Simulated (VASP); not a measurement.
# Si2Mo: relaxation of cell and atoms with PBEsol

Crystal: Si2Mo.

```xyz
3
Lattice="-1.6000 1.6000 3.9305 1.6000 -1.6000 3.9305 1.6000 1.6000 -3.9305" Properties=species:S:1:pos:R:3 pbc="T T T"
Mo    0.0000    0.0000    0.0000
Si    0.0000    0.0000    5.2433
Si    0.0000    0.0000    2.6177
```

```yaml
Program: VASP 6.6.1
Task: relaxation of cell and atoms
Functional: PBEsol
Potentials_or_basis: VASP PAW PBE potentials, release 64 (Mo_sv, Si)
Cutoff: 600 eV
k_mesh: 12 × 12 × 12
Occupations: fermi-dirac, width 0.05 eV
Spin: no spin polarisation
Target_pressure: 5 GPa
Dipole_correction: no
Further_INCAR_settings: ALGO = Normal; EDIFF = 1e-07; IBRION = 2; EDIFFG = -0.01; NSW = 60; ISIF = 3
```

- Relaxed volume: 13.00 Å³/atom
- Relaxed cell: a = 4.487 Å, b = 4.487 Å, c = 4.487 Å, α = 138.66°, β = 138.66°, γ = 59.90°
- Space group after relaxing (to 0.1 Å): I4/mmm (No. 139)
- Energy change on relaxing (the run minimises the enthalpy): +1.4 meV/atom
- Ionic steps: 7
- Pressure after relaxing: 4.9 GPa
- Band gap on the k mesh: zero (bands 11 and 12 overlap by 0.97 eV)

Stress tensor (GPa, compression positive):
```
4.89 0.00 0.00
0.00 4.89 0.00
0.00 0.00 4.98
```

The path:
```
step  energy change (eV)  largest force (eV/Å)  pressure (GPa)  volume (Å³)
   1              0.0000                0.3223           -2.40        40.25
   2              0.1885                0.1978           21.69        36.74
   3              0.0070                0.1670            5.05        38.97
   4              0.0078                0.1635            5.22        38.95
   5              0.0053                0.0195            5.08        38.98
   6              0.0051                0.0046            5.07        38.99
   7              0.0043                0.0006            4.92        39.01
```

Final structure:
```yaml
crystal:
  lattice:
    - [-1.58390, 1.58390, 3.88785]
    - [1.58390, -1.58390, 3.88785]
    - [1.58390, 1.58390, -3.88785]
  atoms:
    - { symbol: Mo, position: [0.00000, 0.00000, 0.00000] }
    - { symbol: Si, position: [0.66527, 0.66527, 0.00000] }
    - { symbol: Si, position: [0.33473, 0.33473, 0.00000] }
```

Levels at points of the mesh, in eV from the Fermi level:
```tsv
k point	band 8	band 9	band 10	band 11	band 12	band 13	band 14	band 15
(0.00, 0.00, 0.00)	-3.23	-2.70	-2.70	0.41	3.05	3.36	3.65	3.65
(0.50, 0.00, 0.00)	-4.57	-2.70	-2.65	-0.54	2.37	3.17	4.28	4.31
(0.50, 0.50, 0.00)	-5.17	-4.56	-3.19	-1.20	2.42	2.87	3.24	3.42
(0.50, 0.50, 0.50)	-2.30	-0.60	-0.60	-0.45	-0.45	0.55	4.83	5.50
```

Run time: 6.2 min on 1 thread of AMD EPYC 9R45 96-Core Processor (Zen 5), with other jobs on the host, peak memory 0.27 GiB.

Caveat: the cell is relaxed towards a set pressure, so the run minimises the enthalpy, not the energy; the PAW data sets were made with another functional, which shifts forces and pressure a little.
